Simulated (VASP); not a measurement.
# BN (P-1) in VASP: electric field gradients with PBEsol

Aim: the electric field gradients of BN with PBEsol.

All numbers are computed with VASP 6.6.1; they aren't measurements. Logs are shortened: lines on timing, memory, paths and dates and some standing lists are left out, and cuts for length are marked.

### Step 1. The cell of the first run

The typed cell holds 4 atoms: a = 2.505 Å, b = 2.472 Å, c = 6.663 Å, α = 89.36°, β = 88.27°, γ = 118.70°.

### Step 2. Electric field gradients, PBEsol (equal xy, yz and zx shear strains of +3 %)

INCAR

```
PREC = Accurate
ENCUT = 520
EDIFF = 1E-8
ISMEAR = -1
SIGMA = 0.02
LREAL = F
LASPH = T
NELM = 100
ALGO = Normal
ISIF = 2
LWAVE = F
LCHARG = F
GGA = PS
LEFG = T
NBANDS = 16
```

KPOINTS

```
regular mesh
0
Gamma
  11 11 4
```

POSCAR

```
BN
1.0
    2.5039917043      0.0375598756      0.0375598756
   -1.2194680458      2.1497404890      0.0137478686
    0.0999180000      0.0999180000      6.6612000000
B N
2 2
Direct
    0.3333333333      0.6666666667      0.2500000000
    0.6666666667      0.3333333333      0.7500000000
    0.3333333333      0.6666666667      0.7500000000
    0.6666666667      0.3333333333      0.2500000000
```

Potentials or basis: VASP PAW PBE potentials, release 64 (B, N).

The run is started by

```
$ cat potpaw_PBE.64/B/POTCAR potpaw_PBE.64/N/POTCAR > POTCAR
$ mpirun -np 1 vasp_std > vasp.out
```

OUTCAR:

```text
PREC = Accurate
   ENCUT = 520
   EDIFF = 1E-8
   ISMEAR = -1
   LREAL = F
   LASPH = T
   NELM = 100
   ISIF = 2
   GGA = PS

 ion  position               nearest neighbor table
   1  0.333  0.667  0.250-   4 1.43   4 1.45   4 1.46
   2  0.667  0.333  0.750-   3 1.43   3 1.45   3 1.46
   3  0.333  0.667  0.750-   2 1.43   2 1.45   2 1.46
   4  0.667  0.333  0.250-   1 1.43   1 1.45   1 1.46

  LATTYP: Found a triclinic cell.
 ALAT       =     2.5045550391
 B/A-ratio  =     0.9868313716
 C/A-ratio  =     3.1265022558
 COS(alpha) =     0.0010544683
 COS(beta)  =     0.4624319338
 COS(gamma) =     0.4801591939

  Lattice vectors:

 A1 = (   2.5039917043,   0.0375598756,   0.0375598756)
 A2 = (   1.2194680458,  -2.1497404890,  -0.0137478686)
 A3 = (   3.6885973628,   2.1249422402,  -6.5723323802)

Analysis of symmetry for initial positions (statically):
=====================================================================
 Subroutine PRICEL returns:
 Original cell was already a primitive cell.

 Routine SETGRP: Setting up the symmetry group for a
 triclinic supercell.

 Subroutine GETGRP returns: Found  2 space group operations
 (whereof  2 operations were pure point group operations)
 out of a pool of  2 trial point group operations.

The static configuration has the point symmetry S_2 .

Analysis of symmetry for dynamics (positions and initial velocities):
=====================================================================
 Subroutine PRICEL returns:
 Original cell was already a primitive cell.

 Routine SETGRP: Setting up the symmetry group for a
 triclinic supercell.

 Subroutine GETGRP returns: Found  2 space group operations
 (whereof  2 operations were pure point group operations)
 out of a pool of  2 trial point group operations.

The dynamic configuration has the point symmetry S_2 .

 Subroutine INISYM returns: Found  2 space group operations
 (whereof  2 operations are pure point group operations),
 and found     1 'primitive' translations

----------------------------------------------------------------------------------------

                                     Primitive cell

  volume of cell :      36.1459

  direct lattice vectors                    reciprocal lattice vectors
     2.503991704  0.037559876  0.037559876     0.396130502  0.224769703 -0.009313503
    -1.219468046  2.149740489  0.013747869    -0.006817957  0.461348454 -0.006817957
     0.099918000  0.099918000  6.661200000    -0.002219552 -0.002219552  0.150189688

  length of vectors
     2.504555039  2.471573484  6.662698601     0.455551902  0.461449201  0.150222485

  position of ions in fractional coordinates (direct lattice)
     0.333333333  0.666666667  0.250000000
     0.666666667  0.333333333  0.750000000
     0.333333333  0.666666667  0.750000000
     0.666666667  0.333333333  0.250000000

  ion indices of the primitive-cell ions
   primitive index   ion index
                 1           1
                 2           2
                 3           3
                 4           4

----------------------------------------------------------------------------------------

 KPOINTS: regular mesh

Automatic generation of k-mesh.
 Grid dimensions read from file:
 generate k-points for:   11   11    4

 Generating k-lattice:

  Cartesian coordinates                     Fractional coordinates (reciprocal lattice)
     0.036011864  0.020433609 -0.000846682     0.090909091 -0.000000000  0.000000000
    -0.000619814  0.041940769 -0.000619814    -0.000000000  0.090909091 -0.000000000
    -0.000554888 -0.000554888  0.037547422     0.000000000 -0.000000000  0.250000000

  Length of vectors
     0.041413809  0.041949927  0.037555621

  Shift w.r.t. Gamma in fractional coordinates (k-lattice)
     0.000000000  0.000000000  0.000000000

 Subroutine IBZKPT returns following result:
 ===========================================

 Found    243 irreducible k-points:

 Following reciprocal coordinates:
            Coordinates               Weight
  0.000000  0.000000  0.000000      1.000000
  0.090909  0.000000  0.000000      2.000000
  0.181818  0.000000  0.000000      2.000000
  0.272727  0.000000 -0.000000      2.000000
  0.363636  0.000000 -0.000000      2.000000
  0.454545  0.000000  0.000000      2.000000
[... 16 lines left out ...]
  0.454545  0.181818  0.000000      2.000000
 -0.454545  0.181818  0.000000      2.000000
 [... further k-points ...]
   k-points           NKPTS =    243   k-points in BZ     NKDIM =    243   number of bands    NBANDS=     16
   number of dos      NEDOS =    301   number of ions     NIONS =      4
   total plane-waves  NPLWV =  18000
   dimension x,y,z NGX =    20 NGY =   18 NGZ =   50
   dimension x,y,z NGXF=    40 NGYF=   36 NGZF=  100
   ions per type =               2   2
   NGX,Y,Z   is equivalent  to a cutoff of  13.28, 12.11, 12.48 a.u.
   NGXF,Y,Z  is equivalent  to a cutoff of  26.55, 24.21, 24.95 a.u.
 SYSTEM =  unknown system
   PREC   = accura    normal or accurate (medium, high low for compatibility)
   ISTART =      0    job   : 0-new  1-cont  2-samecut
   ICHARG =      2    charge: 1-file 2-atom 10-const
   ISPIN  =      1    spin polarized calculation?
   LNONCOLLINEAR =      F non collinear calculations
   LSORBIT =      F    spin-orbit coupling
   LASPH  =      T    aspherical Exc in radial PAW
   ENCUT  =  520.0 eV  38.22 Ry    6.18 a.u.   4.66  4.60 12.39*2*pi/ulx,y,z
   NELM   =    100;   NELMIN=  2; NELMDL= -5     # of ELM steps
   EDIFF  = 0.1E-07   stopping-criterion for ELM
   LREAL  =      F    real-space projection
   EDIFFG = 0.1E-06   stopping-criterion for IOM
   NSW    =      0    number of steps for IOM
   IBRION =     -1    ionic relax: 0-MD 1-quasi-New 2-CG
   NFREE  =      0    steps in history (QN), initial steepest desc. (CG)
   ISIF   =      2    stress and relaxation
   ISYM   =      2    0-nonsym 1-usesym 2-fastsym
   POTIM  = 0.5000    time-step for ionic-motion
   TEBEG  =    0.0;   TEEND  =   0.0 temperature during run
   PSTRESS=    0.0 pullay stress
   NELECT =      16.0000    total number of electrons
   NUPDOWN=      -1.0000    fix difference up-down
   EMIN   =  10.00;   EMAX   =-10.00  energy-range for DOS
   EFERMI =   0.00;   METHOD = LEGACY
   ISMEAR =    -1;   SIGMA  =   0.02  broadening in eV -4-tet -1-fermi 0-gaus
   EFERMI_NEDOS =   21; number of points for ismear=-14 and -15
   IALGO  =     38    algorithm
   IMIX   =      4    mixing-type and parameters
     AMIX     =   0.40;   BMIX     =  1.00
     AMIX_MAG =   1.60;   BMIX_MAG =  1.00
  volume/ion in A,a.u.               =       9.04        60.98
  Fermi-wavevector in a.u.,A,eV,Ry     =   1.247657  2.357730 21.179491  1.556649
  Thomas-Fermi vector in A             =   2.381779
   LORBIT       =      0    0 simple, 1 ext, 2 COOP (PROOUT), +10 PAW based schemes
   GGA     = PS    functional components
   LHFCALC =     F    Hartree Fock is set to
   AEXX    =    0.0000 exact exchange contribution
   IVDW    =     0    specifies the selected vdW correction
   LEPSILON=     F    determine dielectric tensor
   LRPA    =     F    only Hartree local field effects (RPA)
 non-spin polarized calculation
  energy-cutoff  :      520.00
  volume of cell :       36.15
 maximum number of plane-waves:       993
   NGX =  9   NGY =  9   NGZ = 25

 number of electron      15.9999997 magnetization

 Free energy of the ion-electron system (eV)
  ---------------------------------------------------
  ext. energy  EPLUGINS =         0.00000000
  ---------------------------------------------------
  free energy    TOTEN  =       -36.52652859 eV

  energy without entropy =      -36.52652859  energy(sigma->0) =      -36.52652859

 E-fermi :   2.6315     XC(G=0): -10.2866

 val. band max:        2.2330419258   @ k =  -0.3636  -0.3636   0.2500
 cond. band min:       6.3281619165   @ k =   0.4545   0.0909   0.0000
 fundamental gap:      4.0951199908
 Fermi energy:         2.6315303955

 k-point     1 :       0.0000    0.0000    0.0000
  band No.  band energies     occupation
      1     -15.5896      2.00000
      2     -15.2916      2.00000
      3      -4.1129      2.00000
      4      -1.9590      2.00000
      5       0.7942      2.00000
      6       0.8305      2.00000
[... 433 lines left out ...]
      3      -5.2850      2.00000
      4      -5.2147      2.00000
      5      -2.8765      2.00000
      6      -2.8077      2.00000
[... 8 lines left out ...]
     15      16.3829      0.00000
     16      18.4594      0.00000

 [... further k-points ...]
[... 5 lines left out ...]
  --------------------------------------------------------------------------------------
  -------------------------------------------------------------------------------------
  Total        0.2391071      0.2307683      0.1657476     -2.5436421     -0.0649538     -0.0649292
  in kB       10.5985000     10.2288840      7.3468182   -112.7477850     -2.8790981     -2.8780089
  external PRESSURE =       9.3914007 kB  Pullay stress =       0.0000000 kB

 VOLUME and BASIS-vectors are now :
 -----------------------------------------------------------------------------
  energy-cutoff  :      520.00
  volume of cell :       36.15
      direct lattice vectors                 reciprocal lattice vectors
     2.503991704  0.037559876  0.037559876     0.396130502  0.224769703 -0.009313503
    -1.219468046  2.149740489  0.013747869    -0.006817957  0.461348454 -0.006817957
     0.099918000  0.099918000  6.661200000    -0.002219552 -0.002219552  0.150189688

 POSITION                                       TOTAL-FORCE (eV/Angst)
 -----------------------------------------------------------------------------------
      0.04666      1.47066      1.68699        -0.394263      0.028343     -0.006226
      1.33778      0.81656      5.02552         0.394263     -0.028343      0.006226
      0.09662      1.52062      5.01759        -0.397494      0.028522     -0.005039
      1.28782      0.76660      1.69492         0.397494     -0.028522      0.005039
 -----------------------------------------------------------------------------------
    total drift:                                0.000000     -0.000000     -0.000000

  FREE ENERGIE OF THE ION-ELECTRON SYSTEM (eV)
  ---------------------------------------------------
  free  energy   TOTEN  =       -36.5265285881 eV

  energy  without entropy=      -36.5265285881  energy(sigma->0) =      -36.52652859

 Electric field gradients (V/A^2)
---------------------------------------------------------------------
 ion       V_xx      V_yy      V_zz      V_xy      V_xz      V_yz
---------------------------------------------------------------------
   1     -17.328   -17.270    34.598     1.315    -0.751    -0.750
   2     -17.328   -17.270    34.598     1.315    -0.751    -0.750
   3      -2.074    -2.163     4.237     5.557     0.105     0.103
   4      -2.074    -2.163     4.237     5.557     0.105     0.103
---------------------------------------------------------------------

 Electric field gradients after diagonalization (V/A^2)
 (convention: |V_zz| > |V_xx| > |V_yy|)
----------------------------------------------------------------------
 ion       V_xx      V_yy      V_zz     asymmetry (V_yy - V_xx)/ V_zz
----------------------------------------------------------------------
   1     -18.615   -16.005    34.620       0.075
   2     -18.615   -16.005    34.620       0.075
   3       4.263     3.412    -7.675       0.111
   4       4.263     3.412    -7.675       0.111
----------------------------------------------------------------------

           NMR quadrupolar parameters

 Cq : quadrupolar parameter    Cq=e*Q*V_zz/h
 eta: asymmetry parameters     (V_yy - V_xx)/ V_zz
 Q  : nuclear electric quadrupole moment in mb (millibarn)
----------------------------------------------------------------------
 ion       Cq(MHz)       eta       Q (mb)
----------------------------------------------------------------------
   1       0.084       0.075       1.000
   2       0.084       0.075       1.000
   3      -0.019       0.111       1.000
   4      -0.019       0.111       1.000
----------------------------------------------------------------------
```

Run time: 1.8 min. Hardware: 1 thread of Intel Xeon Platinum 8488C (Sapphire Rapids), shared host; peak memory 0.23 GiB.

Results:

```
Free energy            : -36.5265 eV
Pressure               : 0.9 GPa
Largest force          : 0.399 eV/Å
Band gap on the k mesh : 4.10 eV, indirect (least direct gap 4.54 eV)
```

Forces on the atoms (eV/Å):
```
B   -0.394  0.028 -0.006
B    0.394 -0.028  0.006
N   -0.397  0.029 -0.005
N    0.397 -0.029  0.005
```

Stress tensor (GPa, compression positive):
```
  1.06 -11.27  -0.29
-11.27   1.02  -0.29
 -0.29  -0.29   0.73
```

Electric field gradients, principal values (V/Å²):
| atom | least | middle | greatest (by size) |
| --- | --- | --- | --- |
| 1 B | -16.005 | -18.615 | 34.620 |
| 2 B | -16.005 | -18.615 | 34.620 |
| 3 N | 3.412 | 4.263 | -7.675 |
| 4 N | 3.412 | 4.263 | -7.675 |

Caveat: the cell differs from its parent crystal (equal xy, yz and zx shear strains of +3 %); without QUAD_EFG the Cq values of the log hold for a quadrupole moment of 1 mb, not for the nuclei; the PAW data sets were made with another functional, which shifts forces and pressure a little.
